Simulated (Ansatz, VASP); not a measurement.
**Mg2C3: VASP beside Ansatz**

INCAR

```
PREC = Accurate
ENCUT = 840
EDIFF = 1E-6
ISMEAR = 0
SIGMA = 0.05
LREAL = F
LASPH = T
NELM = 120
ALGO = Normal
ISIF = 2
LWAVE = F
LCHARG = F
GGA = PE
NBANDS = 24
GGA_COMPAT = F
```

The input KPOINTS:

```
Automatic mesh
0
Gamma
  4 4 4
```

The input POSCAR:

```
Mg2C3
1.0
    2.4063201191     -2.3426107354     -0.0056849748
    2.4063201191      2.3426107354     -0.0056849748
   -1.2337819514      0.0000000000      4.8699367886
Mg C
2 3
Direct
    0.8094807413      0.8094807413      0.1980806852
    0.1905192587      0.1905192587      0.8019193148
    0.3021865357      0.3021865357      0.2622175095
    0.6978134643      0.6978134643      0.7377824905
    0.5000000000      0.5000000000      0.5000000000
```

Input for Ansatz:

```yaml
crystal:
  lattice:
    - [2.4063201191, -2.3426107354, -0.0056849748]
    - [2.4063201191, 2.3426107354, -0.0056849748]
    - [-1.2337819514, 0.0, 4.8699367886]
  atoms:
    - { symbol: Mg, position: [0.8094807413, 0.8094807413, 0.1980806852] }
    - { symbol: Mg, position: [0.1905192587, 0.1905192587, 0.8019193148] }
    - { symbol: C, position: [0.3021865357, 0.3021865357, 0.2622175095] }
    - { symbol: C, position: [0.6978134643, 0.6978134643, 0.7377824905] }
    - { symbol: C, position: [0.5, 0.5, 0.5] }
basis:
  ecutwfc: 420
  ecutrho_ratio: 4
kpoints:
  mp_grid: { grid: [4, 4, 4] }
hamiltonian:
  xc: pbe
scf:
  occupations: { method: gaussian, width: 0.05 }
output:
  forces: true
  stress: true
  eigenvalues: true
  populations: true
  write_density: true
  write_potential: true
  elf: true
  volumetric_format: npy
```

Alike in both runs: task single point; functional PBE; k mesh 4 × 4 × 4; occupations gaussian, width 0.05 eV; no spin polarisation.

|  | VASP | Ansatz |
| --- | --- | --- |
| version | VASP 6.6.1 | Ansatz 0.2.0 |
| potentials or method | VASP PAW PBE potentials, release 64 (Mg_sv, C), cutoff 840 eV | scalar-relativistic, plane waves, PAW |
| valence electrons in the cell | 32 | 32 |

```csv
,VASP,Ansatz,Ansatz less VASP
gap on the k mesh at the Fermi level (eV),1.65,1.66,+0.002
least direct gap on the mesh (eV),2.33,2.33,-0.003
pressure (GPa),0.4,0.5,+0.13
"traceless stress, the component that is largest in VASP (GPa)",0.15,0.17,+0.016
rms of the force components (eV/Å),0.012,0.012,-0.0002
```

Atom by atom the forces differ by 0.005 eV/Å (rms over components).

The k mesh is coarse, so the values compare programs but aren't converged.
